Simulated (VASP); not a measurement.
Wanted: the native input for a VASP 6.6.1 run.

| Property | Result |
| --- | --- |
| Task | single point |
| Functional | r2SCAN |
| Potentials or basis | VASP PAW PBE potentials, release 64 (H, Y_sv, B) |
| Cutoff | 520 eV |
| k mesh | 5 × 7 × 7 |
| Occupations | fermi-dirac, width 0.1 eV |
| Spin | no spin polarisation |
| Dipole correction | no |
| Further INCAR settings | ALGO = Normal; EDIFF = 1e-06; NBANDS = 30 |

YBH4:

```xyz
12
Lattice="-7.1413 0.0000 0.0000 0.0000 -2.9382 2.9298 0.0000 2.9382 2.9298" Properties=species:S:1:pos:R:3 pbc="T T T"
H    -5.3560    1.6421    2.7860
H    -1.7853   -1.6421    2.7860
H    -6.4540   -1.0295    3.7937
H    -0.6873    1.0295    3.7937
H    -4.2579   -1.0295    3.7937
H    -2.8834    1.0295    3.7937
H    -5.3560    0.0322    1.4378
H    -1.7853   -0.0322    1.4378
Y     0.0000    0.0000    0.0000
Y    -3.5706    0.0000    0.0000
B    -5.3560    1.3779    1.4677
B    -1.7853   -1.3779    1.4677
```

One way to write it, as run:

POSCAR

```
YBH4
1.0
   -7.1412910000      0.0000000000      0.0000000000
    0.0000000000     -2.9381670000      2.9298070000
    0.0000000000      2.9381670000      2.9298070000
H Y B
8 2 2
Direct
    0.7500000000      0.1960200000      0.7549000000
    0.2500000000      0.7549000000      0.1960200000
    0.9037600000      0.8226300000      0.4722500000
    0.0962400000      0.4722500000      0.8226300000
    0.5962400000      0.8226300000      0.4722500000
    0.4037600000      0.4722500000      0.8226300000
    0.7500000000      0.2399000000      0.2508600000
    0.2500000000      0.2508600000      0.2399000000
    0.0000000000      0.0000000000      0.0000000000
    0.5000000000      0.0000000000      0.0000000000
    0.7500000000      0.0160000000      0.4849600000
    0.2500000000      0.4849600000      0.0160000000
```

INCAR.step1

```
PREC = Accurate ; ENCUT = 520
ISMEAR = -1 ; SIGMA = 0.1
LREAL = F ; LASPH = T
NELM = 100 ; NBANDS = 30
GGA = PE ; ALGO = Normal
EDIFF = 1E-4 ; LWAVE = T
LCHARG = F
```

INCAR.step2

```
PREC = Accurate ; ENCUT = 520
EDIFF = 1E-6 ; ISMEAR = -1
SIGMA = 0.1 ; LREAL = F
LASPH = T ; NELM = 100
ALGO = Normal ; ISIF = 2
LWAVE = F ; LCHARG = F
METAGGA = R2SCAN ; LMIXTAU = T
NBANDS = 30 ; ISTART = 1
```

KPOINTS

```
regular mesh
0
Gamma
  5 7 7
```

Potentials or basis: VASP PAW PBE potentials, release 64 (H, Y_sv, B).

The run is started by

```console
$ cat potpaw_PBE.64/H/POTCAR potpaw_PBE.64/Y_sv/POTCAR potpaw_PBE.64/B/POTCAR > POTCAR
$ cp INCAR.step1 INCAR
$ mpirun -np 1 vasp_std > vasp.out
$ cp INCAR.step2 INCAR
$ mpirun -np 1 vasp_std > vasp.out
```

It gave:

| Quantity | Value |
| --- | --- |
| Pressure | -6.3 GPa |
| Largest force | 1.197 eV/Å |
| Band gap on the k mesh | zero (bands 18 and 19 overlap by 1.67 eV) |

Caveat: the cell stands under tension; the PAW data sets were made with another functional, which shifts forces and pressure a little.

Run time: 4.5 min on 1 thread of Intel(R) Xeon(R) 6975P-C (Granite Rapids) (shared host), peak memory 0.35 GiB.
